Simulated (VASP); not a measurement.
# CoO (P6_3/mmc) in VASP: single point with r2SCAN

Aim: the single point of CoO with r2SCAN.

Program: VASP 6.6.1. These are calculated values, not measurements. Logs are shortened: lines on timing, memory, paths and dates and some standing lists are left out, and cuts for length are marked.

## Step 1: The cell of the first run

Symmetry: P6_3/mmc, No. 194, hexagonal system. Conventional cell: a = 2.684 Å, b = 2.684 Å, c = 4.790 Å, α = 90.00°, β = 90.00°, γ = 120.00°. Co (site symmetry -3m) has 6 O at 1.96 Å and 2 Co at 2.39 Å within 2.6 Å. O (site symmetry -6m2) has 6 Co at 1.96 Å within 2.6 Å.

## Step 2: Single point, r2SCAN, collinear spin, ferromagnetic start

The input, POSCAR:

```
CoO
1.0
    2.6844438156      0.0000000000      0.0000000000
   -1.3422219078      2.3247965394      0.0000000000
    0.0000000000      0.0000000000      4.7897852593
Co O
2 2
Direct
    0.0000000000      0.0000000000      0.0000000000
    0.0000000000      0.0000000000      0.5000000000
    0.3333333333      0.6666666667      0.2500000000
    0.6666666667      0.3333333333      0.7500000000
```

The input, INCAR.step1:

```
SYSTEM = CoO
  PREC = Accurate
  ENCUT = 660
  ISMEAR = 0
  SIGMA = 0.1
  LREAL = .FALSE.
  LASPH = .TRUE.
  NELM = 200
  ISPIN = 2
  MAGMOM = 3 3 0 0
  LMAXMIX = 4
  NBANDS = 27
  GGA = PE
  ALGO = Normal
  EDIFF = 1E-5
  LWAVE = .TRUE.
  LCHARG = .FALSE.
  GGA_COMPAT = .FALSE.
```

The input, INCAR.step2:

```
SYSTEM = CoO
  PREC = Accurate
  ENCUT = 660
  EDIFF = 1E-6
  ISMEAR = 0
  SIGMA = 0.1
  LREAL = .FALSE.
  LASPH = .TRUE.
  NELM = 200
  ALGO = Normal
  ISIF = 2
  LWAVE = .FALSE.
  LCHARG = .FALSE.
  ISPIN = 2
  MAGMOM = 3 3 0 0
  LORBIT = 11
  LMAXMIX = 4
  METAGGA = R2SCAN
  LMIXTAU = .TRUE.
  NBANDS = 27
  ISTART = 1
  GGA_COMPAT = .FALSE.
```

The input, KPOINTS:

```
regular mesh
0
G
  18 18 8
  0 0 0
```

Potentials or basis: VASP PAW PBE potentials, release 64 (Co, O).

Run with:

```
$ cat potpaw_PBE.64/Co/POTCAR potpaw_PBE.64/O/POTCAR > POTCAR
$ cp INCAR.step1 INCAR
$ mpirun -np 1 vasp_std > vasp.out
$ cp INCAR.step2 INCAR
$ mpirun -np 1 vasp_std > vasp.out
```

OUTCAR:

```text
SYSTEM = CoO
   PREC = Accurate
   ENCUT = 660
   EDIFF = 1E-6
   ISMEAR = 0
   LREAL = .FALSE.
   LASPH = .TRUE.
   NELM = 200
   ISIF = 2
   ISPIN = 2
   LORBIT = 11
   METAGGA = R2SCAN
   ISTART = 1

 ion  position               nearest neighbor table
   1  0.000  0.000  0.000-   3 1.96   4 1.96   4 1.96   3 1.96   4 1.96   3 1.96   2 2.39   2 2.39

   2  0.000  0.000  0.500-   3 1.96   4 1.96   4 1.96   3 1.96   4 1.96   3 1.96   1 2.39   1 2.39

   3  0.333  0.667  0.250-   1 1.96   2 1.96   1 1.96   2 1.96   1 1.96   2 1.96
   4  0.667  0.333  0.750-   1 1.96   2 1.96   1 1.96   2 1.96   1 1.96   2 1.96

  LATTYP: Found a hexagonal cell.
 ALAT       =     2.6844438156
 C/A-ratio  =     1.7842747281

  Lattice vectors:

 A1 = (   2.6844438156,   0.0000000000,   0.0000000000)
 A2 = (  -1.3422219078,   2.3247965394,   0.0000000000)
 A3 = (   0.0000000000,   0.0000000000,   4.7897852593)

Analysis of symmetry for initial positions (statically):
=====================================================================
 Subroutine PRICEL returns:
 Original cell was already a primitive cell.

 Routine SETGRP: Setting up the symmetry group for a
 hexagonal supercell.

 Subroutine GETGRP returns: Found 24 space group operations
 (whereof 12 operations were pure point group operations)
 out of a pool of 24 trial point group operations.

The static configuration has the point symmetry D_3d.
 The point group associated with its full space group is D_6h.

Analysis of symmetry for dynamics (positions and initial velocities):
=====================================================================
 Subroutine PRICEL returns:
 Original cell was already a primitive cell.

 Routine SETGRP: Setting up the symmetry group for a
 hexagonal supercell.

 Subroutine GETGRP returns: Found 24 space group operations
 (whereof 12 operations were pure point group operations)
 out of a pool of 24 trial point group operations.

The dynamic configuration has the point symmetry D_3d.
 The point group associated with its full space group is D_6h.

Analysis of structural, dynamic, and magnetic symmetry:
=====================================================================
 Subroutine PRICEL returns:
 Original cell was already a primitive cell.

 Routine SETGRP: Setting up the symmetry group for a
 hexagonal supercell.

 Subroutine GETGRP returns: Found 24 space group operations
 (whereof 12 operations were pure point group operations)
 out of a pool of 24 trial point group operations.

The overall configuration has the point symmetry D_3d.
 The point group associated with its full space group is D_6h.

 Subroutine INISYM returns: Found 24 space group operations
 (whereof 12 operations are pure point group operations),
 and found     1 'primitive' translations

----------------------------------------------------------------------------------------

                                     Primitive cell

  volume of cell :      29.8920

  direct lattice vectors                    reciprocal lattice vectors
     2.684443816  0.000000000  0.000000000     0.372516644  0.215072584  0.000000000
    -1.342221908  2.324796539  0.000000000     0.000000000  0.430145169  0.000000000
     0.000000000  0.000000000  4.789785259     0.000000000  0.000000000  0.208777627

  length of vectors
     2.684443816  2.684443816  4.789785259     0.430145169  0.430145169  0.208777627

  position of ions in fractional coordinates (direct lattice)
     0.000000000  0.000000000  0.000000000
     0.000000000  0.000000000  0.500000000
     0.333333333  0.666666667  0.250000000
     0.666666667  0.333333333  0.750000000

  ion indices of the primitive-cell ions
   primitive index   ion index
                 1           1
                 2           2
                 3           3
                 4           4

----------------------------------------------------------------------------------------

 KPOINTS: regular mesh

Automatic generation of k-mesh.
 Grid dimensions read from file:
 generate k-points for:   18   18    8

 Generating k-lattice:

  Cartesian coordinates                     Fractional coordinates (reciprocal lattice)
     0.020695369  0.011948477  0.000000000     0.055555556  0.000000000  0.000000000
     0.000000000  0.023896954  0.000000000     0.000000000  0.055555556  0.000000000
     0.000000000  0.000000000  0.026097203     0.000000000  0.000000000  0.125000000

  Length of vectors
     0.023896954  0.023896954  0.026097203

  Shift w.r.t. Gamma in fractional coordinates (k-lattice)
     0.000000000  0.000000000  0.000000000

 Subroutine IBZKPT returns following result:
 ===========================================

 Found    185 irreducible k-points:

 Following reciprocal coordinates:
            Coordinates               Weight
  0.000000  0.000000  0.000000      1.000000
  0.055556 -0.000000  0.000000      6.000000
  0.111111 -0.000000  0.000000      6.000000
  0.166667 -0.000000  0.000000      6.000000
  0.222222 -0.000000  0.000000      6.000000
  0.277778 -0.000000  0.000000      6.000000
[... 16 lines left out ...]
  0.333333  0.111111  0.000000     12.000000
  0.388889  0.111111  0.000000     12.000000
 [... further k-points ...]
   k-points           NKPTS =    185   k-points in BZ     NKDIM =    185   number of bands    NBANDS=     27
   number of dos      NEDOS =    301   number of ions     NIONS =      4
   total plane-waves  NPLWV =  23040
   dimension x,y,z NGX =    24 NGY =   24 NGZ =   40
   dimension x,y,z NGXF=    48 NGYF=   48 NGZF=   80
   ions per type =               2   2
   NGX,Y,Z   is equivalent  to a cutoff of  14.86, 14.86, 13.88 a.u.
   NGXF,Y,Z  is equivalent  to a cutoff of  29.73, 29.73, 27.77 a.u.
 SYSTEM =  CoO
   PREC   = accura    normal or accurate (medium, high low for compatibility)
   ISTART =      1    job   : 0-new  1-cont  2-samecut
   ICHARG =      0    charge: 1-file 2-atom 10-const
   ISPIN  =      2    spin polarized calculation?
   LNONCOLLINEAR =      F non collinear calculations
   LSORBIT =      F    spin-orbit coupling
   LASPH  =      T    aspherical Exc in radial PAW
   ENCUT  =  660.0 eV  48.51 Ry    6.96 a.u.   5.62  5.62 10.03*2*pi/ulx,y,z
   NELM   =    200;   NELMIN=  2; NELMDL=  0     # of ELM steps
   EDIFF  = 0.1E-05   stopping-criterion for ELM
   LREAL  =      F    real-space projection
   EDIFFG = 0.1E-04   stopping-criterion for IOM
   NSW    =      0    number of steps for IOM
   IBRION =     -1    ionic relax: 0-MD 1-quasi-New 2-CG
   NFREE  =      0    steps in history (QN), initial steepest desc. (CG)
   ISIF   =      2    stress and relaxation
   ISYM   =      2    0-nonsym 1-usesym 2-fastsym
   POTIM  = 0.5000    time-step for ionic-motion
   TEBEG  =    0.0;   TEEND  =   0.0 temperature during run
   PSTRESS=    0.0 pullay stress
   NELECT =      30.0000    total number of electrons
   NUPDOWN=      -1.0000    fix difference up-down
   EMIN   =  10.00;   EMAX   =-10.00  energy-range for DOS
   EFERMI =   0.00;   METHOD = LEGACY
   ISMEAR =     0;   SIGMA  =   0.10  broadening in eV -4-tet -1-fermi 0-gaus
   EFERMI_NEDOS =   21; number of points for ismear=-14 and -15
   IALGO  =     38    algorithm
   IMIX   =      4    mixing-type and parameters
     AMIX     =   0.40;   BMIX     =  1.00
     AMIX_MAG =   1.60;   BMIX_MAG =  1.00
  volume/ion in A,a.u.               =       7.47        50.43
  Fermi-wavevector in a.u.,A,eV,Ry     =   1.639067  3.097388 36.552622  2.686542
  Thomas-Fermi vector in A             =   2.729935
   LORBIT       =     11    0 simple, 1 ext, 2 COOP (PROOUT), +10 PAW based schemes
   METAGGA = R2SCAN    functional components
   LHFCALC =     F    Hartree Fock is set to
   AEXX    =    0.0000 exact exchange contribution
   IVDW    =     0    specifies the selected vdW correction
   LEPSILON=     F    determine dielectric tensor
   LRPA    =     F    only Hartree local field effects (RPA)
 spin polarized calculation
 Gauss-broadening in eV      SIGMA  =   0.10
  energy-cutoff  :      660.00
  volume of cell :       29.89
 maximum number of plane-waves:      1178
 NGX is ok and might be reduce to    24
   NGX = 11   NGY = 11   NGZ = 21

 number of electron      29.9999998 magnetization       4.9741737

 Free energy of the ion-electron system (eV)
  ---------------------------------------------------
  ext. energy  EPLUGINS =         0.00000000
  ---------------------------------------------------
  free energy    TOTEN  =       -41.05489988 eV

  energy without entropy =      -41.03905647  energy(sigma->0) =      -41.04697818

 E-fermi :  11.7468     XC(G=0): -14.8187

 val. band max:       11.7440400614   @ k =   0.4444  -0.0000   0.2500
 cond. band min:      11.7495751961   @ k =   0.3889   0.0556   0.1250
 fundamental gap:      0.0055351347
 Fermi energy:        11.7468064742

 spin component 1

 k-point     1 :       0.0000    0.0000    0.0000
  band No.  band energies     occupation
      1     -12.1766      1.00000
      2     -10.5337      1.00000
      3       0.7630      1.00000
      4       3.9274      1.00000
      5       3.9274      1.00000
      6       5.9265      1.00000
[... 19 lines left out ...]
     26      33.6383      0.00000
     27      34.9295      0.00000

 k-point     2 :       0.0556   -0.0000    0.0000
  band No.  band energies     occupation
      1     -12.1303      1.00000
      2     -10.5240      1.00000
      3       0.8325      1.00000
      4       3.9027      1.00000
      5       3.9349      1.00000
      6       5.8973      1.00000
[... 652 lines left out ...]
 k-point    24 :       0.3889    0.1111    0.0000
  band No.  band energies     occupation
      1     -10.3809      1.00000
      2     -10.1400      1.00000
      3       1.3102      1.00000
      4       2.9089      1.00000
      5       2.9515      1.00000
      6       4.0868      1.00000
[... 19 lines left out ...]
     26      32.6120      0.00000
     27      33.1497      0.00000

 [... further k-points ...]

 spin component 2

 k-point     1 :       0.0000    0.0000    0.0000
  band No.  band energies     occupation
      1     -11.7503      1.00000
      2     -10.0238      1.00000
      3       1.3048      1.00000
      4       5.6180      1.00000
      5       5.6180      1.00000
      6       7.2807      1.00000
[... 19 lines left out ...]
     26      34.2784      0.00000
     27      35.5257      0.00000

 k-point     2 :       0.0556   -0.0000    0.0000
  band No.  band energies     occupation
      1     -11.7021      1.00000
      2     -10.0114      1.00000
      3       1.3747      1.00000
      4       5.5449      1.00000
      5       5.6226      1.00000
      6       7.1669      1.00000
[... 652 lines left out ...]
 k-point    24 :       0.3889    0.1111    0.0000
  band No.  band energies     occupation
      1      -9.8070      1.00000
      2      -9.5851      1.00000
      3       1.8746      1.00000
      4       3.5928      1.00000
      5       4.1714      1.00000
      6       4.8505      1.00000
[... 19 lines left out ...]
     26      33.3176      0.00000
     27      33.6895      0.00000

 [... further k-points ...]
[... 5 lines left out ...]
  --------------------------------------------------------------------------------------
  -------------------------------------------------------------------------------------
  Total       12.3109515     12.3109515     13.9050935     -0.0000000      0.0000000      0.0000000
  in kB      659.8525381    659.8525381    745.2966741     -0.0000000      0.0000000      0.0000000
  external PRESSURE =     688.3339168 kB  Pullay stress =       0.0000000 kB

 VOLUME and BASIS-vectors are now :
 -----------------------------------------------------------------------------
  energy-cutoff  :      660.00
  volume of cell :       29.89
      direct lattice vectors                 reciprocal lattice vectors
     2.684443816  0.000000000  0.000000000     0.372516644  0.215072584  0.000000000
    -1.342221908  2.324796539  0.000000000     0.000000000  0.430145169  0.000000000
     0.000000000  0.000000000  4.789785259     0.000000000  0.000000000  0.208777627

 POSITION                                       TOTAL-FORCE (eV/Angst)
 -----------------------------------------------------------------------------------
      0.00000      0.00000      0.00000         0.000000      0.000000      0.000000
      0.00000      0.00000      2.39489         0.000000      0.000000      0.000000
     -0.00000      1.54986      1.19745        -0.000000      0.000000      0.000000
      1.34222      0.77493      3.59234         0.000000     -0.000000     -0.000000
 -----------------------------------------------------------------------------------
    total drift:                               -0.000000      0.000000     -0.000000

  FREE ENERGIE OF THE ION-ELECTRON SYSTEM (eV)
  ---------------------------------------------------
  free  energy   TOTEN  =       -41.0548998758 eV

  energy  without entropy=      -41.0390564748  energy(sigma->0) =      -41.04697818

 total charge

# of ion       s       p       d       tot
------------------------------------------
    1        0.399   0.619   7.414   8.431
    2        0.399   0.619   7.414   8.431
    3        1.566   3.596   0.000   5.161
    4        1.566   3.596   0.000   5.161
--------------------------------------------------
tot          3.928   8.429  14.828  27.185

 magnetization (x)

# of ion       s       p       d       tot
------------------------------------------
    1        0.019   0.019   2.205   2.243
    2        0.019   0.019   2.205   2.243
    3        0.037   0.196   0.000   0.233
    4        0.037   0.196   0.000   0.233
--------------------------------------------------
tot          0.111   0.430   4.411   4.952
```

Wall time 17 min (1 thread of Intel Xeon 6975P-C, shared host); peak memory 0.42 GiB.

Results:

- Free energy: -41.0549 eV
- Pressure: 68.8 GPa
- Net moment: 4.97 μB per cell
- Site moments: Co +2.24; O +0.23 μB
- Valence electrons inside the program's atomic spheres: Co 8.43; O 5.16

Caveat: the PAW data sets were made with another functional, which shifts forces and pressure a little; semilocal functionals often make such compounds metallic where correlation or magnetic order opens a gap, which also shifts bond lengths.
